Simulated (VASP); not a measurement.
# Sn (Immm) in VASP: settings compared, part 2 of 2

VASP 6.6.1. Earlier steps stand in the parts before.

## Step 3: Relaxation of cell and atoms, PBEsol

INCAR reads:

```
PREC = Accurate
ENCUT = 600
EDIFF = 1E-6
ISMEAR = -1
SIGMA = 0.05
LREAL = False
LASPH = True
NELM = 80
ALGO = Normal
ISIF = 3
LWAVE = False
LCHARG = False
GGA = PS
IBRION = 2
NSW = 60
EDIFFG = -0.01
```

KPOINTS reads:

```
Automatic mesh
0
Gamma
  11 11 11
```

POSCAR reads:

```
Sn
1.0
   -1.7265390000      1.7755470000      2.3383420000
    1.7265390000     -1.7755470000      2.3383420000
    1.7265390000      1.7755470000     -2.3383420000
Sn
1
Direct
    0.0000000000      0.0000000000      0.0000000000
```

Potentials or basis: VASP PAW PBE potentials, release 64 (Sn_d).

Command:

```sh
$ cat potpaw_PBE.64/Sn_d/POTCAR > POTCAR
$ mpirun -np 1 vasp_std > vasp.out
```

OUTCAR:

```text
PREC = Accurate
   ENCUT = 600
   EDIFF = 1E-6
   ISMEAR = -1
   LREAL = False
   LASPH = True
   NELM = 80
   ISIF = 3
   GGA = PS
   IBRION = 2
   NSW = 60
   EDIFFG = -0.01

 ion  position               nearest neighbor table
   1  0.000  0.000  0.000-

  LATTYP: Found a body centered orthorhombic cell.
 ALAT       =     3.4530780000
 B/A-ratio  =     1.0283851103
 C/A-ratio  =     1.3543522620

  Lattice vectors:

 A1 = (  -1.7265390000,   1.7755470000,   2.3383420000)
 A2 = (   1.7265390000,  -1.7755470000,   2.3383420000)
 A3 = (   1.7265390000,   1.7755470000,  -2.3383420000)

Analysis of symmetry for initial positions (statically):
[... 366 lines left out ...]
  band No.  band energies     occupation
      1     -13.2168      2.00000
      2     -13.2163      2.00000
      3     -13.1936      2.00000
      4     -13.1397      2.00000
      5     -13.1107      2.00000
      6      -3.0647      2.00000
      7      16.0692      0.00000
      8      16.1306      0.00000
      9      16.1477      0.00000
     10      18.9055      0.00000
     11      20.1858      0.00000
[... 309 lines left out ...]
 k-point    24 :      -0.4545    0.1818    0.0000
  band No.  band energies     occupation
      1     -13.2331      2.00000
      2     -13.1811      2.00000
      3     -13.1459      2.00000
      4     -13.0922      2.00000
      5     -13.0410      2.00000
      6       0.6963      2.00000
      7       5.8448      2.00000
      8      10.9424      0.00000
      9      12.5024      0.00000
     10      15.7040      0.00000
     11      21.0775      0.00000

 [... further k-points ...]

------------------------ aborting loop because EDIFF is reached ----------------------------------------

  FORCE on cell =-STRESS in cart. coord.  units (eV):
  Direction    XX          YY          ZZ          XY          YZ          ZX
  --------------------------------------------------------------------------------------
  -------------------------------------------------------------------------------------
  Total        0.0091828      0.0008025     -0.0080756      0.0000000      0.0000000      0.0000000
  in kB        0.5532060      0.0483481     -0.4865073      0.0000000      0.0000000      0.0000000
  external PRESSURE =       0.0383489 kB  Pullay stress =       0.0000000 kB
[... 16 lines left out ...]
  FREE ENERGIE OF THE ION-ELECTRON SYSTEM (eV)
  ---------------------------------------------------
  free  energy   TOTEN  =        -4.2414584709 eV

  energy  without entropy=       -4.2370572724  energy(sigma->0) =       -4.23925787

 reached required accuracy - stopping structural energy minimisation
```

OSZICAR:

```text
N       E                     dE             d eps       ncg     rms          rms(c)
DAV:   1     0.749262596887E+02    0.74926E+02   -0.81903E+03  4794   0.203E+03
DAV:   2     0.332134964872E+00   -0.74594E+02   -0.72822E+02  4899   0.344E+02
DAV:   3    -0.412952382183E+01   -0.44617E+01   -0.44321E+01  5397   0.766E+01
[... 96 lines left out ...]
DAV:   1    -0.424278426339E+01   -0.13041E-02   -0.32875E-02  5598   0.287E+00    0.198E-01
DAV:   2    -0.424183512765E+01    0.94914E-03   -0.15052E-03  5507   0.832E-01    0.106E-01
DAV:   3    -0.424147254657E+01    0.36258E-03   -0.69831E-04  7025   0.632E-01    0.196E-02
DAV:   4    -0.424145891776E+01    0.13629E-04   -0.63847E-05  5473   0.150E-01    0.607E-03
DAV:   5    -0.424145847093E+01    0.44683E-06   -0.29787E-06  4821   0.267E-02
  14 F= -.42414585E+01 E0= -.42392579E+01  d E =-.999552E-05
```

It took 8.4 min on 1 thread of AMD EPYC 7R43 (Zen 3), shared host; peak memory 0.19 GiB.

Results:

```
Free energy                           : -4.2415 eV
Relaxed volume                        : 26.59 Å³/atom
Relaxed cell                          : a = 3.332 Å, b = 3.332 Å, c = 3.332 Å, α = 118.85°, β = 118.80°, γ = 92.05°
Space group after relaxing (to 0.1 Å) : I4/mmm (No. 139)
Energy gained by relaxing             : 28.3 meV/atom
Ionic steps                           : 14
Pressure after relaxing               : 0.0 GPa
Band gap on the k mesh                : zero (bands 7 and 8 overlap by 9.77 eV)
```

Stress tensor (GPa, compression positive):
```
 0.06  0.00  0.00
 0.00  0.00  0.00
 0.00  0.00 -0.05
```

Step by step:
| step | energy change (eV) | largest force (eV/Å) | pressure (GPa) | volume (Å³) |
| --- | --- | --- | --- | --- |
| 1 | 0.0000 | 0.0000 | -3.60 | 28.67 |
| 2 | -0.0259 | 0.0000 | 1.09 | 26.08 |
| 3 | -0.0272 | 0.0000 | 0.13 | 26.51 |
| 4 | -0.0272 | 0.0000 | 0.01 | 26.55 |
| 5 | -0.0280 | 0.0000 | 0.01 | 26.57 |
| 6 | -0.0282 | 0.0000 | 0.01 | 26.59 |
| 7 | -0.0282 | 0.0000 | -0.03 | 26.59 |
| 8 | -0.0282 | 0.0000 | -0.05 | 26.59 |
| 9 | -0.0282 | 0.0000 | -0.04 | 26.59 |
| 10 | -0.0282 | 0.0000 | -0.05 | 26.59 |
| 11 | -0.0282 | 0.0000 | 0.00 | 26.56 |
| 12 | -0.0282 | 0.0000 | 0.10 | 26.49 |
| 13 | -0.0283 | 0.0000 | 0.10 | 26.54 |
| 14 | -0.0283 | 0.0000 | 0.00 | 26.59 |

Final structure:
```yaml
crystal:
  lattice:
    - [-1.69473, 1.69601, 2.31317]
    - [1.69473, -1.69601, 2.31317]
    - [1.69473, 1.69601, -2.31317]
  atoms:
    - { symbol: Sn, position: [0.00000, 0.00000, 0.00000] }
```

Caveat: the PAW data sets were made with another functional, which shifts forces and pressure a little; spin-orbit coupling is left out, which moves the levels of the heavy elements.

## Step 4: Relaxation of cell and atoms, RPBE

INCAR reads:

```
SYSTEM = Sn
PREC = Accurate ; ENCUT = 600
EDIFF = 1E-6 ; ISMEAR = -1
SIGMA = 0.05 ; LREAL = .False.
LASPH = .True. ; NELM = 100
ALGO = Normal ; ISIF = 3
LWAVE = .False. ; LCHARG = .False.
GGA = RP ; IBRION = 2
NSW = 60 ; EDIFFG = -0.01
```

KPOINTS reads:

```
regular mesh
0
Gamma
  11 11 11
  0 0 0
```

POSCAR is that of step 3.

Command:

```sh
$ cat potpaw_PBE.64/Sn_d/POTCAR > POTCAR
$ mpirun -np 1 vasp_std > vasp.out
```

It took 13 min on 1 thread of AMD EPYC 7R43 (Zen 3), shared host; peak memory 0.19 GiB.

It converged, with:

| Item | Value |
| --- | --- |
| Free energy | -3.4305 eV |
| Relaxed volume | 28.87 Å³/atom |
| Relaxed cell | a = 3.425 Å, b = 3.425 Å, c = 3.425 Å, α = 118.93°, β = 118.88°, γ = 91.92° |
| Space group after relaxing (to 0.1 Å) | I4/mmm (No. 139) |
| Energy gained by relaxing | 3.3 meV/atom |
| Ionic steps | 18 |
| Pressure after relaxing | 0.0 GPa |
| Band gap on the k mesh | zero (bands 7 and 8 overlap by 8.97 eV) |

Step by step:
| step | energy change (eV) | largest force (eV/Å) | pressure (GPa) | volume (Å³) |
| --- | --- | --- | --- | --- |
| 1 | 0.0000 | 0.0000 | 0.37 | 28.67 |
| 2 | -0.0022 | 0.0000 | -0.12 | 28.94 |
| 3 | -0.0025 | 0.0000 | -0.57 | 29.18 |
| 4 | -0.0026 | 0.0000 | -0.40 | 29.10 |
| 5 | -0.0031 | 0.0000 | 0.13 | 28.86 |
| 6 | -0.0031 | 0.0000 | -0.01 | 28.88 |
| 7 | -0.0031 | 0.0000 | -0.03 | 28.88 |
| 8 | -0.0031 | 0.0000 | -0.02 | 28.87 |
| 9 | -0.0031 | 0.0000 | -0.01 | 28.86 |
| 10 | -0.0032 | 0.0000 | -0.01 | 28.85 |
| 11 | -0.0033 | 0.0000 | 0.02 | 28.82 |
| 12 | -0.0033 | 0.0000 | 0.08 | 28.82 |
| 13 | -0.0033 | 0.0000 | 0.00 | 28.91 |
| 14 | -0.0033 | 0.0000 | -0.07 | 28.93 |
| 15 | -0.0033 | 0.0000 | -0.07 | 28.92 |
| 16 | -0.0033 | 0.0000 | -0.05 | 28.91 |
| 17 | -0.0033 | 0.0000 | 0.06 | 28.85 |
| 18 | -0.0033 | 0.0000 | 0.01 | 28.87 |

Final structure:
```xyz
1
Lattice="-1.7404 1.7417 2.3812 1.7404 -1.7417 2.3812 1.7404 1.7417 -2.3812" Properties=species:S:1:pos:R:3 pbc="T T T"
Sn    0.0000    0.0000    0.0000
```

Levels at points of the mesh, in eV from the Fermi level:
| k point | band 3 | band 4 | band 5 | band 6 | band 7 | band 8 | band 9 | band 10 | band 11 |
| --- | --- | --- | --- | --- | --- | --- | --- | --- | --- |
| (0.00, 0.00, 0.00) | -21.60 | -21.56 | -21.54 | -10.70 | 7.23 | 7.27 | 7.29 | 10.49 | 11.38 |

Caveat: the PAW data sets were made with another functional, which shifts forces and pressure a little; spin-orbit coupling is left out, which moves the levels of the heavy elements.

## Step 5: Relaxation of cell and atoms, revPBE

INCAR reads:

```
SYSTEM = Sn
PREC = Accurate
ENCUT = 600
EDIFF = 1E-6
ISMEAR = -1
SIGMA = 0.05
LREAL = .FALSE.
LASPH = .TRUE.
NELM = 100
ALGO = Normal
ISIF = 3
LWAVE = .FALSE.
LCHARG = .FALSE.
GGA = RE
IBRION = 2
NSW = 60
EDIFFG = -0.01
```

KPOINTS reads:

```
Automatic mesh
0
G
  11 11 11
  0 0 0
```

POSCAR is that of step 4.

Command:

```sh
$ cat potpaw_PBE.64/Sn_d/POTCAR > POTCAR
$ mpirun -np 1 vasp_std > vasp.out
```

It took 10 min on 1 thread of AMD EPYC 7R43 (Zen 3), shared host; peak memory 0.19 GiB.

Results (log left out):

```
Free energy               : -3.4885 eV
Energy gained by relaxing : 3.1 meV/atom
Ionic steps               : 9
Pressure after relaxing   : 0.0 GPa
Band gap on the k mesh    : zero (bands 7 and 8 overlap by 9.03 eV)
```

The path:
```tsv
step	energy change (eV)	largest force (eV/Å)	pressure (GPa)	volume (Å³)
1	0.0000	0.0000	-0.01	28.67
2	-0.0021	0.0000	-0.07	28.66
3	-0.0028	0.0000	-0.04	28.65
4	-0.0028	0.0000	-0.05	28.65
5	-0.0030	0.0000	0.01	28.60
6	-0.0031	0.0000	0.22	28.53
7	-0.0031	0.0000	0.14	28.58
8	-0.0031	0.0000	0.06	28.66
9	-0.0031	0.0000	-0.02	28.67
```

Final structure:
```xyz
1
Lattice="-1.7337 1.7350 2.3830 1.7337 -1.7350 2.3830 1.7337 1.7350 -2.3830" Properties=species:S:1:pos:R:3 pbc="T T T"
Sn    1.7337    1.7350   -2.3830
```

Levels at points of the mesh, in eV from the Fermi level:
```tsv
k point	band 3	band 4	band 5	band 6	band 7	band 8	band 9	band 10	band 11
(0.00, 0.00, 0.00)	-21.58	-21.54	-21.52	-10.75	7.28	7.31	7.33	10.51	11.44
```

Caveat: the PAW data sets were made with another functional, which shifts forces and pressure a little; spin-orbit coupling is left out, which moves the levels of the heavy elements.

## Step 6: Summary

```csv
level,potentials or basis,gap on the mesh (eV),pressure (GPa),relaxed volume (Å³/atom)
LDA,"VASP PAW LDA potentials, release 64 (Sn_d)",none,0.0,25.94
PBEsol,"VASP PAW PBE potentials, release 64 (Sn_d)",none,0.0,26.59
RPBE,"VASP PAW PBE potentials, release 64 (Sn_d)",none,0.0,28.87
revPBE,"VASP PAW PBE potentials, release 64 (Sn_d)",none,0.0,28.67
```

Alike in all rows: task relaxation of cell and atoms; no spin polarisation; cell relaxed; k mesh 11 × 11 × 11; cutoff (eV) 600; smearing fermi-dirac 0.05 eV.

Caveats: spin-orbit coupling is left out, which moves the levels of the heavy elements; the PAW data sets were made with another functional, which shifts forces and pressure a little (at least some runs).

Total energies depend on the potentials used, so only differences within one code and one set of settings carry meaning.
